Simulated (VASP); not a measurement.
# Nb (Im-3m) in VASP: further runs

Runs on Nb. Level: PBE. Tasks: single point, relaxation of cell and atoms.

Everything below comes from runs of VASP 6.6.1. Logs are shortened: lines on timing, memory, paths and dates and some standing lists are left out, and cuts for length are marked.

### Step 1. The cell of the first run

The structure is cubic, space group Im-3m (No. 229). The conventional cell has a = 3.311 Å, b = 3.311 Å, c = 3.311 Å, α = 90.00°, β = 90.00°, γ = 90.00°. Within 3.8 Å of Nb (site symmetry m-3m) lie 14 Nb at 2.87 to 3.31 Å.

### Step 2. Single point, PBE

INCAR

```
PREC     = Accurate       # precision mode
ENCUT    = 520            # plane-wave cutoff, eV
EDIFF    = 1E-6           # SCF threshold, eV
ISMEAR   = 0              # smearing method
SIGMA    = 0.1            # smearing width, eV
LREAL    = False          # projectors in reciprocal space
LASPH    = True           # aspherical terms in the spheres
NELM     = 80             # most SCF steps
ALGO     = Normal         # electronic algorithm
ISIF     = 2              # what is computed and relaxed
LWAVE    = False          # write WAVECAR
LCHARG   = False          # write CHGCAR
GGA      = PE             # functional
NBANDS   = 12             # bands
```

KPOINTS

```
Automatic mesh
0
Gamma
  18 18 18
```

POSCAR

```
Nb
1.0
   -1.6556196527      1.6556196527      1.6556196527
    1.6556196527     -1.6556196527      1.6556196527
    1.6556196527      1.6556196527     -1.6556196527
Nb
1
Direct
    0.0000000000      0.0000000000      0.0000000000
```

Potentials or basis: VASP PAW PBE potentials, release 64 (Nb_sv).

Started as:

```bash
cat potpaw_PBE.64/Nb_sv/POTCAR > POTCAR
mpirun -np 1 vasp_std > vasp.out
```

OUTCAR:

```text
PREC = Accurate
   ENCUT = 520
   EDIFF = 1E-6
   ISMEAR = 0
   LREAL = False
   LASPH = True
   NELM = 80
   ISIF = 2
   GGA = PE

 ion  position               nearest neighbor table
   1  0.000  0.000  0.000-

  LATTYP: Found a body centered cubic cell.
 ALAT       =     3.3112393054

  Lattice vectors:

 A1 = (  -1.6556196527,   1.6556196527,   1.6556196527)
 A2 = (   1.6556196527,  -1.6556196527,   1.6556196527)
 A3 = (   1.6556196527,   1.6556196527,  -1.6556196527)

Analysis of symmetry for initial positions (statically):
=====================================================================
 Subroutine PRICEL returns:
 Original cell was already a primitive cell.

 Routine SETGRP: Setting up the symmetry group for a
 body centered cubic supercell.

 Subroutine GETGRP returns: Found 48 space group operations
 (whereof 48 operations were pure point group operations)
 out of a pool of 48 trial point group operations.

The static configuration has the point symmetry O_h .

Analysis of symmetry for dynamics (positions and initial velocities):
=====================================================================
 Subroutine PRICEL returns:
 Original cell was already a primitive cell.

 Routine SETGRP: Setting up the symmetry group for a
 body centered cubic supercell.

 Subroutine GETGRP returns: Found 48 space group operations
 (whereof 48 operations were pure point group operations)
 out of a pool of 48 trial point group operations.

The dynamic configuration has the point symmetry O_h .

 Subroutine INISYM returns: Found 48 space group operations
 (whereof 48 operations are pure point group operations),
 and found     1 'primitive' translations

----------------------------------------------------------------------------------------

                                     Primitive cell

  volume of cell :      18.1527

  direct lattice vectors                    reciprocal lattice vectors
    -1.655619653  1.655619653  1.655619653     0.000000000  0.302001730  0.302001730
     1.655619653 -1.655619653  1.655619653     0.302001730  0.000000000  0.302001730
     1.655619653  1.655619653 -1.655619653     0.302001730  0.302001730  0.000000000

  length of vectors
     2.867617356  2.867617356  2.867617356     0.427094943  0.427094943  0.427094943

  position of ions in fractional coordinates (direct lattice)
     0.000000000  0.000000000  0.000000000

  ion indices of the primitive-cell ions
   primitive index   ion index
                 1           1

----------------------------------------------------------------------------------------

 KPOINTS: Automatic mesh

Automatic generation of k-mesh.
 Grid dimensions read from file:
 generate k-points for:   18   18   18

 Generating k-lattice:

  Cartesian coordinates                     Fractional coordinates (reciprocal lattice)
     0.000000000  0.016777874  0.016777874     0.055555556  0.000000000  0.000000000
     0.016777874  0.000000000  0.016777874     0.000000000  0.055555556  0.000000000
     0.016777874  0.016777874  0.000000000     0.000000000  0.000000000  0.055555556

  Length of vectors
     0.023727497  0.023727497  0.023727497

  Shift w.r.t. Gamma in fractional coordinates (k-lattice)
     0.000000000  0.000000000  0.000000000

 Subroutine IBZKPT returns following result:
 ===========================================

 Found    195 irreducible k-points:

 Following reciprocal coordinates:
            Coordinates               Weight
  0.000000  0.000000  0.000000      1.000000
  0.055556  0.000000  0.000000     12.000000
  0.111111  0.000000  0.000000     12.000000
  0.166667  0.000000  0.000000     12.000000
  0.222222  0.000000  0.000000     12.000000
  0.277778  0.000000  0.000000     12.000000
[... 16 lines left out ...]
  0.333333  0.111111  0.000000     48.000000
  0.388889  0.111111  0.000000     48.000000
 [... further k-points ...]
   k-points           NKPTS =    195   k-points in BZ     NKDIM =    195   number of bands    NBANDS=     12
   number of dos      NEDOS =    301   number of ions     NIONS =      1
   total plane-waves  NPLWV =  13824
   dimension x,y,z NGX =    24 NGY =   24 NGZ =   24
   dimension x,y,z NGXF=    48 NGYF=   48 NGZF=   48
   ions per type =               1
   NGX,Y,Z   is equivalent  to a cutoff of  13.91, 13.91, 13.91 a.u.
   NGXF,Y,Z  is equivalent  to a cutoff of  27.83, 27.83, 27.83 a.u.
 SYSTEM =  unknown system
   PREC   = accura    normal or accurate (medium, high low for compatibility)
   ISTART =      0    job   : 0-new  1-cont  2-samecut
   ICHARG =      2    charge: 1-file 2-atom 10-const
   ISPIN  =      1    spin polarized calculation?
   LNONCOLLINEAR =      F non collinear calculations
   LSORBIT =      F    spin-orbit coupling
   LASPH  =      T    aspherical Exc in radial PAW
   ENCUT  =  520.0 eV  38.22 Ry    6.18 a.u.   5.33  5.33  5.33*2*pi/ulx,y,z
   NELM   =     80;   NELMIN=  2; NELMDL= -5     # of ELM steps
   EDIFF  = 0.1E-05   stopping-criterion for ELM
   LREAL  =      F    real-space projection
   EDIFFG = 0.1E-04   stopping-criterion for IOM
   NSW    =      0    number of steps for IOM
   IBRION =     -1    ionic relax: 0-MD 1-quasi-New 2-CG
   NFREE  =      0    steps in history (QN), initial steepest desc. (CG)
   ISIF   =      2    stress and relaxation
   ISYM   =      2    0-nonsym 1-usesym 2-fastsym
   POTIM  = 0.5000    time-step for ionic-motion
   TEBEG  =    0.0;   TEEND  =   0.0 temperature during run
   PSTRESS=    0.0 pullay stress
   NELECT =      13.0000    total number of electrons
   NUPDOWN=      -1.0000    fix difference up-down
   EMIN   =  10.00;   EMAX   =-10.00  energy-range for DOS
   EFERMI =   0.00;   METHOD = LEGACY
   ISMEAR =     0;   SIGMA  =   0.10  broadening in eV -4-tet -1-fermi 0-gaus
   EFERMI_NEDOS =   21; number of points for ismear=-14 and -15
   IALGO  =     38    algorithm
   IMIX   =      4    mixing-type and parameters
     AMIX     =   0.40;   BMIX     =  1.00
     AMIX_MAG =   1.60;   BMIX_MAG =  1.00
  volume/ion in A,a.u.               =      18.15       122.50
  Fermi-wavevector in a.u.,A,eV,Ry     =   1.464678  2.767839 29.188314  2.145281
  Thomas-Fermi vector in A             =   2.580625
   LORBIT       =      0    0 simple, 1 ext, 2 COOP (PROOUT), +10 PAW based schemes
   GGA     = PE    functional components
   LHFCALC =     F    Hartree Fock is set to
   AEXX    =    0.0000 exact exchange contribution
   IVDW    =     0    specifies the selected vdW correction
   LEPSILON=     F    determine dielectric tensor
   LRPA    =     F    only Hartree local field effects (RPA)
 non-spin polarized calculation
 Gauss-broadening in eV      SIGMA  =   0.10
  energy-cutoff  :      520.00
  volume of cell :       18.15
 maximum number of plane-waves:       500
 NGX is ok and might be reduce to    24
   NGX = 11   NGY = 11   NGZ = 11

 number of electron      13.0000000 magnetization

 Free energy of the ion-electron system (eV)
  ---------------------------------------------------
  ext. energy  EPLUGINS =         0.00000000
  ---------------------------------------------------
  free energy    TOTEN  =       -10.21982189 eV

  energy without entropy =      -10.21142997  energy(sigma->0) =      -10.21562593

 E-fermi :  11.0506     XC(G=0): -12.4605

 val. band max:       11.0443284892   @ k =   0.3333   0.2222   0.0000
 cond. band min:      11.0565933027   @ k =   0.2778   0.0556   0.0000
 fundamental gap:      0.0122648135
 Fermi energy:        11.0506031036

 k-point     1 :       0.0000    0.0000    0.0000
  band No.  band energies     occupation
      1     -43.3116      2.00000
      2     -18.6249      2.00000
      3     -18.6249      2.00000
      4     -18.6249      2.00000
      5       5.1386      2.00000
      6      11.4373      0.00000
      7      11.4373      0.00000
      8      11.4373      0.00000
      9      14.3210      0.00000
     10      14.3211      0.00000
     11      25.2686      0.00000
     12      25.2686      0.00000

 k-point     2 :       0.0556    0.0000    0.0000
  band No.  band energies     occupation
      1     -43.3046      2.00000
      2     -18.6680      2.00000
      3     -18.6380      2.00000
      4     -18.6253      2.00000
      5       5.2654      2.00000
      6      11.3588      0.00001
      7      11.4193      0.00000
      8      11.5579      0.00000
      9      14.1986      0.00000
     10      14.3210      0.00000
     11      25.3737      0.00000
     12      25.4973      0.00000

 k-point     3 :       0.1111    0.0000    0.0000
  band No.  band energies     occupation
      1     -43.2844      2.00000
      2     -18.7908      2.00000
      3     -18.6755      2.00000
      4     -18.6263      2.00000
      5       5.6297      2.00000
      6      11.1424      0.19439
      7      11.3432      0.00004
      8      11.9158      0.00000
      9      13.9361      0.00000
     10      14.3276      0.00000
     11      25.6308      0.00000
     12      26.1253      0.00000
[... 286 lines left out ...]
 k-point    23 :       0.3333    0.1111    0.0000
  band No.  band energies     occupation
      1     -43.0937      2.00000
      2     -19.7746      2.00000
      3     -19.0370      2.00000
      4     -18.6921      2.00000
      5       7.8463      2.00000
      6       9.6864      2.00000
      7      11.5760      0.00000
      8      14.0895      0.00000
      9      15.0820      0.00000
     10      16.9109      0.00000
     11      23.5709      0.00000
     12      24.3550      0.00000

 k-point    24 :       0.3889    0.1111    0.0000
  band No.  band energies     occupation
      1     -43.0739      2.00000
      2     -19.8660      2.00000
      3     -19.0806      2.00000
      4     -18.6941      2.00000
      5       7.7613      2.00000
      6       9.5655      2.00000
      7      12.1578      0.00000
      8      14.2050      0.00000
      9      15.2726      0.00000
     10      17.7339      0.00000
     11      22.8804      0.00000
     12      23.5879      0.00000

 [... further k-points ...]

------------------------ aborting loop because EDIFF is reached ----------------------------------------

  FORCE on cell =-STRESS in cart. coord.  units (eV):
  Direction    XX          YY          ZZ          XY          YZ          ZX
  --------------------------------------------------------------------------------------
  -------------------------------------------------------------------------------------
  Total       -0.0381503     -0.0381503     -0.0381503      0.0000000      0.0000000      0.0000000
  in kB       -3.3671868     -3.3671868     -3.3671868      0.0000000      0.0000000      0.0000000
  external PRESSURE =      -3.3671868 kB  Pullay stress =       0.0000000 kB

 VOLUME and BASIS-vectors are now :
 -----------------------------------------------------------------------------
  energy-cutoff  :      520.00
  volume of cell :       18.15
      direct lattice vectors                 reciprocal lattice vectors
    -1.655619653  1.655619653  1.655619653     0.000000000  0.302001730  0.302001730
     1.655619653 -1.655619653  1.655619653     0.302001730  0.000000000  0.302001730
     1.655619653  1.655619653 -1.655619653     0.302001730  0.302001730  0.000000000

 POSITION                                       TOTAL-FORCE (eV/Angst)
 -----------------------------------------------------------------------------------
      0.00000      0.00000      0.00000         0.000000     -0.000000      0.000000
 -----------------------------------------------------------------------------------
    total drift:                                0.000000      0.000000      0.000000

  FREE ENERGIE OF THE ION-ELECTRON SYSTEM (eV)
  ---------------------------------------------------
  free  energy   TOTEN  =       -10.2198218937 eV

  energy  without entropy=      -10.2114299697  energy(sigma->0) =      -10.21562593
```

Run time: 30 s. Hardware: 1 thread of Intel Xeon Platinum 8488C (Sapphire Rapids), shared host; peak memory 0.16 GiB.

Results:

- Free energy: -10.2198 eV
- Pressure: -0.3 GPa

### Step 3. Relaxation of cell and atoms, PBE

This run uses another cell than the first one, of 18.26 Å³/atom, 1.006 times its volume.

INCAR

```
SYSTEM = Nb
PREC     = Accurate       ! precision mode
ENCUT    = 600            ! plane-wave cutoff, eV
EDIFF    = 1E-7           ! SCF threshold, eV
ISMEAR   = 0              ! smearing method
SIGMA    = 0.1            ! smearing width, eV
LREAL    = .FALSE.        ! projectors in reciprocal space
LASPH    = .TRUE.         ! aspherical terms in the spheres
NELM     = 60             ! most SCF steps
ALGO     = Normal         ! electronic algorithm
ISIF     = 3              ! what is computed and relaxed
LWAVE    = .FALSE.        ! write WAVECAR
LCHARG   = .FALSE.        ! write CHGCAR
GGA      = PE             ! functional
IBRION   = 2              ! ionic algorithm
NSW      = 100            ! ionic steps
EDIFFG   = -0.005         ! ionic threshold
```

KPOINTS

```
regular mesh
0
G
  18 18 18
  0 0 0
```

POSCAR

```
Nb
1.0
   -1.6588161896      1.6588161896      1.6588161896
    1.6588161896     -1.6588161896      1.6588161896
    1.6588161896      1.6588161896     -1.6588161896
Nb
1
Direct
    0.0000000000      0.0000000000      0.0000000000
```

Potentials or basis: VASP PAW PBE potentials, release 64 (Nb_sv).

Started as:

```bash
cat potpaw_PBE.64/Nb_sv/POTCAR > POTCAR
mpirun -np 1 vasp_std > vasp.out
```

Wall time 45 s (1 thread of Intel Xeon Platinum 8488C (Sapphire Rapids), shared host); peak memory 0.18 GiB.

The run converged. Its results:

| Item | Value |
| --- | --- |
| Free energy | -10.2198 eV |
| Relaxed volume | 18.12 Å³/atom |
| Relaxed cell | a = 2.866 Å, b = 2.866 Å, c = 2.866 Å, α = 109.47°, β = 109.47°, γ = 109.47° |
| Space group after relaxing (to 0.05 Å) | Im-3m (No. 229) |
| Energy gained by relaxing | 0.6 meV/atom |
| Ionic steps | 3 |
| Pressure after relaxing | 0.0 GPa |

Step by step:
```tsv
step	energy change (eV)	largest force (eV/Å)	pressure (GPa)	volume (Å³)
1	0.0000	0.0000	-1.27	18.26
2	0.0012	0.0000	2.34	17.88
3	-0.0006	0.0000	0.00	18.12
```

Final structure:
```
Nb
1.0
    -1.65460    1.65460    1.65460
     1.65460   -1.65460    1.65460
     1.65460    1.65460   -1.65460
Nb
1
Cartesian
  0.0000 0.0000 0.0000
```

Levels at points of the mesh, in eV from the Fermi level:
```csv
k point,band 3,band 4,band 5,band 6,band 7,band 8,band 9,band 10
"(0.00, 0.00, 0.00)",-29.67,-29.67,-5.92,0.39,0.39,0.39,3.28,3.28
"(0.50, 0.00, 0.00)",-30.09,-29.68,-3.68,-1.62,2.27,3.30,3.98,6.34
"(0.50, 0.50, 0.50)",-30.58,-30.58,-3.67,-3.67,5.58,5.58,5.58,9.04
```

### Step 4. Single point, PBE

This run uses another cell than the first one, of 18.26 Å³/atom, 1.006 times its volume.

INCAR

```
SYSTEM = Nb
  PREC = Accurate
  ENCUT = 500
  EDIFF = 1E-6
  ISMEAR = 0
  SIGMA = 0.1
  LREAL = .False.
  LASPH = .True.
  NELM = 120
  ALGO = Normal
  ISIF = 2
  LWAVE = .False.
  LCHARG = .True.
  GGA = PE
  LELF = .True.
  LVHAR = .True.
  NBANDS = 12
  GGA_COMPAT = .False.
```

KPOINTS

```
Automatic mesh
0
Gamma
  8 8 8
  0 0 0
```

POSCAR is that of step 3.

Started as:

```bash
cat potpaw_PBE.64/Nb_sv/POTCAR > POTCAR
mpirun -np 1 vasp_std > vasp.out
```

It took 15 s on 1 thread of AMD EPYC 7R13, shared host; peak memory 0.11 GiB.

Results (log left out):

- Free energy: -10.2454 eV
- Pressure: -1.1 GPa

Levels at points of the mesh, in eV from the Fermi level:
| k point | band 3 | band 4 | band 5 | band 6 | band 7 | band 8 | band 9 | band 10 |
| --- | --- | --- | --- | --- | --- | --- | --- | --- |
| (0.00, 0.00, 0.00) | -29.60 | -29.60 | -5.78 | 0.49 | 0.49 | 0.49 | 3.36 | 3.36 |
| (0.50, 0.00, 0.00) | -30.01 | -29.61 | -3.53 | -1.49 | 2.35 | 3.38 | 4.05 | 6.38 |
| (0.50, 0.50, 0.50) | -30.49 | -30.49 | -3.51 | -3.51 | 5.63 | 5.63 | 5.63 | 9.09 |

### Step 5. The runs side by side

| task | cell | k mesh | cutoff (eV) | gap on the mesh (eV) | pressure (GPa) |
| --- | --- | --- | --- | --- | --- |
| single point | a = 2.868 Å, angles 109.5°, 1 atom | 18 × 18 × 18 | 520 | none | -0.3 |
| relaxation of cell and atoms | relaxed from a = 2.873 Å, angles 109.5°, 1 atom | 18 × 18 × 18 | 600 | none | 0.0 |
| single point | a = 2.873 Å, angles 109.5°, 1 atom | 8 × 8 × 8 | 500 | none | -1.1 |

Alike in all rows: level PBE; potentials or basis VASP PAW PBE potentials, release 64 (Nb_sv); no spin polarisation; smearing gaussian 0.1 eV.

Total energies depend on the potentials used, so only differences within one code and one set of settings carry meaning.
